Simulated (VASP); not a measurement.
# Ni3Ge (Pm-3m) in VASP: notebook, part 2 of 2

VASP 6.6.1. Earlier steps stand in the parts before.

### Step 3. Single point, PBEsol

INCAR reads:

```
PREC = Accurate
ENCUT = 520
EDIFF = 1E-6
ISMEAR = 1
SIGMA = 0.02
LREAL = False
LASPH = True
NELM = 80
ALGO = Normal
ISIF = 2
LWAVE = False
LCHARG = True
GGA = PS
LELF = True
LVHAR = True
NBANDS = 30
```

KPOINTS reads:

```
Automatic mesh
0
Gamma
  12 12 12
```

POSCAR reads:

```
Ni3Ge
1.0
    3.5303341067      0.0000000000      0.0000000000
    0.0000000000      3.5303341067      0.0000000000
    0.0000000000      0.0000000000      3.5303341067
Ni Ge
3 1
Direct
    0.5000000000      0.0000000000      0.5000000000
    0.0000000000      0.5000000000      0.5000000000
    0.5000000000      0.5000000000      0.0000000000
    0.0000000000      0.0000000000      0.0000000000
```

Potentials or basis: VASP PAW PBE potentials, release 64 (Ni, Ge_d).

Command:

```sh
cat potpaw_PBE.64/Ni/POTCAR potpaw_PBE.64/Ge_d/POTCAR > POTCAR
mpirun -np 1 vasp_std > vasp.out
```

OUTCAR:

```text
PREC = Accurate
   ENCUT = 520
   EDIFF = 1E-6
   ISMEAR = 1
   LREAL = False
   LASPH = True
   NELM = 80
   ISIF = 2
   GGA = PS

 ion  position               nearest neighbor table
   1  0.500  0.000  0.500-   2 2.50   3 2.50   4 2.50   3 2.50   4 2.50   2 2.50   3 2.50   3 2.50
                             2 2.50   4 2.50   4 2.50   2 2.50
   2  0.000  0.500  0.500-   1 2.50   3 2.50   4 2.50   3 2.50   4 2.50   1 2.50   4 2.50   4 2.50
                             1 2.50   3 2.50   3 2.50   1 2.50
   3  0.500  0.500  0.000-   1 2.50   2 2.50   4 2.50   1 2.50   2 2.50   1 2.50   4 2.50   1 2.50
                             2 2.50   4 2.50   2 2.50   4 2.50
   4  0.000  0.000  0.000-   1 2.50   2 2.50   3 2.50   1 2.50   2 2.50   2 2.50   3 2.50   2 2.50
                             1 2.50   3 2.50   1 2.50   3 2.50

  LATTYP: Found a simple cubic cell.
 ALAT       =     3.5303341067

  Lattice vectors:

 A1 = (   3.5303341067,   0.0000000000,   0.0000000000)
 A2 = (   0.0000000000,   3.5303341067,   0.0000000000)
 A3 = (   0.0000000000,   0.0000000000,   3.5303341067)

Analysis of symmetry for initial positions (statically):
=====================================================================
 Subroutine PRICEL returns:
 Original cell was already a primitive cell.

 Routine SETGRP: Setting up the symmetry group for a
 simple cubic supercell.

 Subroutine GETGRP returns: Found 48 space group operations
 (whereof 48 operations were pure point group operations)
 out of a pool of 48 trial point group operations.

The static configuration has the point symmetry O_h .

Analysis of symmetry for dynamics (positions and initial velocities):
=====================================================================
 Subroutine PRICEL returns:
 Original cell was already a primitive cell.

 Routine SETGRP: Setting up the symmetry group for a
 simple cubic supercell.

 Subroutine GETGRP returns: Found 48 space group operations
 (whereof 48 operations were pure point group operations)
 out of a pool of 48 trial point group operations.
[... 126 lines left out ...]
  volume/ion in A,a.u.               =      11.00        74.23
  Fermi-wavevector in a.u.,A,eV,Ry     =   1.637105  3.093680 36.465156  2.680113
  Thomas-Fermi vector in A             =   2.728300
   LORBIT       =      0    0 simple, 1 ext, 2 COOP (PROOUT), +10 PAW based schemes
   GGA     = PS    functional components
   LHFCALC =     F    Hartree Fock is set to
   AEXX    =    0.0000 exact exchange contribution
   IVDW    =     0    specifies the selected vdW correction
   LEPSILON=     F    determine dielectric tensor
   LRPA    =     F    only Hartree local field effects (RPA)
 non-spin polarized calculation
 Methfessel and Paxton  Order N= 1 SIGMA  =   0.02
  energy-cutoff  :      520.00
  volume of cell :       44.00
 maximum number of plane-waves:      1213
 NGX is ok and might be reduce to    28
   NGX = 13   NGY = 13   NGZ = 13

 number of electron      43.9999972 magnetization

 Free energy of the ion-electron system (eV)
  ---------------------------------------------------
  ext. energy  EPLUGINS =         0.00000000
  ---------------------------------------------------
  free energy    TOTEN  =       -24.73894071 eV

  energy without entropy =      -24.73885253  energy(sigma->0) =      -24.73891132

 E-fermi :  10.1705     XC(G=0): -13.6499

 val. band max:       10.1654462659   @ k =   0.0833   0.0833   0.0833
 cond. band min:      10.1773686692   @ k =   0.5000   0.5000   0.3333
 fundamental gap:      0.0119224033
 Fermi energy:        10.1704781358

 k-point     1 :       0.0000    0.0000    0.0000
  band No.  band energies     occupation
      1     -14.3922      2.00000
      2     -14.3922      2.00000
      3     -14.3774      2.00000
      4     -14.3774      2.00000
      5     -14.3774      2.00000
      6      -2.3631      2.00000
[... 781 lines left out ...]
     29      20.0580      0.00000
     30      21.1053      0.00000

 [... further k-points ...]

------------------------ aborting loop because EDIFF is reached ----------------------------------------

  FORCE on cell =-STRESS in cart. coord.  units (eV):
  Direction    XX          YY          ZZ          XY          YZ          ZX
  --------------------------------------------------------------------------------------
  -------------------------------------------------------------------------------------
  Total       -0.1719066     -0.1719066     -0.1719066     -0.0000000      0.0000000      0.0000000
  in kB       -6.2597300     -6.2597300     -6.2597300     -0.0000000      0.0000000      0.0000000
  external PRESSURE =      -6.2597300 kB  Pullay stress =       0.0000000 kB

 VOLUME and BASIS-vectors are now :
 -----------------------------------------------------------------------------
  energy-cutoff  :      520.00
  volume of cell :       44.00
      direct lattice vectors                 reciprocal lattice vectors
     3.530334107  0.000000000  0.000000000     0.283259309  0.000000000  0.000000000
     0.000000000  3.530334107  0.000000000     0.000000000  0.283259309  0.000000000
     0.000000000  0.000000000  3.530334107     0.000000000  0.000000000  0.283259309

 POSITION                                       TOTAL-FORCE (eV/Angst)
 -----------------------------------------------------------------------------------
      1.76517      0.00000      1.76517         0.000000      0.000000      0.000000
      0.00000      1.76517      1.76517         0.000000      0.000000      0.000000
      1.76517      1.76517      0.00000         0.000000      0.000000      0.000000
      0.00000      0.00000      0.00000         0.000000      0.000000      0.000000
 -----------------------------------------------------------------------------------
    total drift:                                0.000000      0.000000      0.000000

  FREE ENERGIE OF THE ION-ELECTRON SYSTEM (eV)
  ---------------------------------------------------
  free  energy   TOTEN  =       -24.7389407145 eV

  energy  without entropy=      -24.7388525289  energy(sigma->0) =      -24.73891132
```

stdout:

```text
POSCAR found type information on POSCAR NiGe
 POSCAR found :  2 types and       4 ions
 scaLAPACK will be used
 -----------------------------------------------------------------------------
|                                                                             |
|                                                                             |
|     You enforced a specific xc type in the INCAR file but a different       |
|     I HOPE YOU KNOW WHAT YOU ARE DOING!                                     |
|                                                                             |
 -----------------------------------------------------------------------------

 LDA part: xc-table for (Slater+PW92), standard interpolation
 POSCAR, INCAR and KPOINTS ok, starting setup
 FFT: planning ... GRIDC
 FFT: planning ... GRID_SOFT
 FFT: planning ... GRID
 WAVECAR not read
 entering main loop
```

It took 3.2 min on 1 thread of AMD EPYC 7R43 (Zen 3), shared host; peak memory 0.19 GiB.

Results:

```
Free energy            : -24.7389 eV
Pressure               : -0.6 GPa
Band gap on the k mesh : zero (band 22 reaches 10.23 eV, above the bottom of band 23 at 9.99 eV)
```

Levels at points of the mesh, in eV from the Fermi level:
```tsv
k point	band 19	band 20	band 21	band 22	band 23	band 24	band 25	band 26
(0.00, 0.00, 0.00)	-0.55	-0.55	-0.27	0.05	0.05	0.05	3.99	6.91
(0.50, 0.00, 0.00)	-1.22	-1.12	-0.51	0.06	3.65	3.65	4.70	5.80
(0.50, 0.50, 0.00)	-1.18	-1.08	-0.92	-0.91	0.66	0.66	5.74	6.48
(0.50, 0.50, 0.50)	-1.14	-1.14	-0.50	-0.18	-0.18	-0.18	0.72	4.25
```

Caveat: the PAW data sets were made with another functional, which shifts forces and pressure a little.

### Step 4. Single point, PBEsol

INCAR reads:

```
ALGO = Normal ; EDIFF = 1E-6
ENCUT = 520 ; GGA = PS
ISIF = 2 ; ISMEAR = 1
LASPH = T ; LCHARG = F
LREAL = F ; LWAVE = F
NBANDS = 30 ; NELM = 80
PREC = Accurate ; SIGMA = 0.1
```

KPOINTS reads:

```
k-points
0
Gamma
  12 12 12
```

POSCAR is that of step 3.

Potentials or basis: VASP PAW PBE potentials, release 64 (Ni, Ge_d).

Command:

```sh
cat potpaw_PBE.64/Ni/POTCAR potpaw_PBE.64/Ge_d/POTCAR > POTCAR
mpirun -np 1 vasp_std > vasp.out
```

OUTCAR:

```text
EDIFF = 1E-6
   ENCUT = 520
   GGA = PS
   ISIF = 2
   ISMEAR = 1
   LASPH = T
   LREAL = F
   NELM = 80
   PREC = Accurate

 ion  position               nearest neighbor table
   1  0.500  0.000  0.500-   2 2.50   3 2.50   4 2.50   3 2.50   4 2.50   2 2.50   3 2.50   3 2.50
                             2 2.50   4 2.50   4 2.50   2 2.50
   2  0.000  0.500  0.500-   1 2.50   3 2.50   4 2.50   3 2.50   4 2.50   1 2.50   4 2.50   4 2.50
[... 998 lines left out ...]
  Direction    XX          YY          ZZ          XY          YZ          ZX
  --------------------------------------------------------------------------------------
  -------------------------------------------------------------------------------------
  Total       -0.1754059     -0.1754059     -0.1754059      0.0000000      0.0000000     -0.0000000
  in kB       -6.3871542     -6.3871542     -6.3871542      0.0000000      0.0000000     -0.0000000
  external PRESSURE =      -6.3871542 kB  Pullay stress =       0.0000000 kB

 VOLUME and BASIS-vectors are now :
 -----------------------------------------------------------------------------
  energy-cutoff  :      520.00
  volume of cell :       44.00
      direct lattice vectors                 reciprocal lattice vectors
     3.530334107  0.000000000  0.000000000     0.283259309  0.000000000  0.000000000
     0.000000000  3.530334107  0.000000000     0.000000000  0.283259309  0.000000000
     0.000000000  0.000000000  3.530334107     0.000000000  0.000000000  0.283259309

 POSITION                                       TOTAL-FORCE (eV/Angst)
 -----------------------------------------------------------------------------------
      1.76517      0.00000      1.76517         0.000000      0.000000      0.000000
      0.00000      1.76517      1.76517         0.000000      0.000000      0.000000
      1.76517      1.76517      0.00000         0.000000      0.000000      0.000000
      0.00000      0.00000      0.00000         0.000000      0.000000      0.000000
 -----------------------------------------------------------------------------------
    total drift:                                0.000000      0.000000      0.000000

  FREE ENERGIE OF THE ION-ELECTRON SYSTEM (eV)
  ---------------------------------------------------
  free  energy   TOTEN  =       -24.7392273576 eV

  energy  without entropy=      -24.7389278154  energy(sigma->0) =      -24.73912751
```

Wall time 2.8 min (1 thread of AMD EPYC 7R43 (Zen 3), shared host); peak memory 0.19 GiB.

What came out:

```yaml
Free_energy: -24.7392 eV
Pressure: -0.6 GPa
Band_gap_on_the_k_mesh: zero (band 22 reaches 10.22 eV, above the bottom of band 23 at 9.99 eV)
```

Levels at points of the mesh, in eV from the Fermi level:
```csv
k point,band 20,band 21,band 22,band 23,band 24,band 25
"(0.00, 0.00, 0.00)",-0.57,-0.27,0.04,0.04,0.04,3.98
"(0.50, 0.00, 0.00)",-1.13,-0.52,0.04,3.64,3.64,4.69
"(0.50, 0.50, 0.00)",-1.09,-0.93,-0.92,0.65,0.65,5.73
"(0.50, 0.50, 0.50)",-1.15,-0.51,-0.19,-0.19,-0.19,0.71
```

Caveat: the PAW data sets were made with another functional, which shifts forces and pressure a little. Spin polarisation is off, so any magnetic state and its effect on volume and gap are missing.

### Step 5. Summary

```csv
smearing,gap on the mesh (eV),pressure (GPa)
methfessel-paxton 0.01 eV,none,-0.6
methfessel-paxton 0.02 eV,none,-0.6
methfessel-paxton 0.1 eV,none,-0.6
```

Alike in all rows: task single point; level PBEsol; potentials or basis VASP PAW PBE potentials, release 64 (Ni, Ge_d); no spin polarisation; cell as given; k mesh 12 × 12 × 12; cutoff (eV) 520.

Every run on the cell as given and a fine mesh finds a metal.

Caveats: the PAW data sets were made with another functional, which shifts forces and pressure a little.

Absolute energies hang on the potentials; compare differences alone.
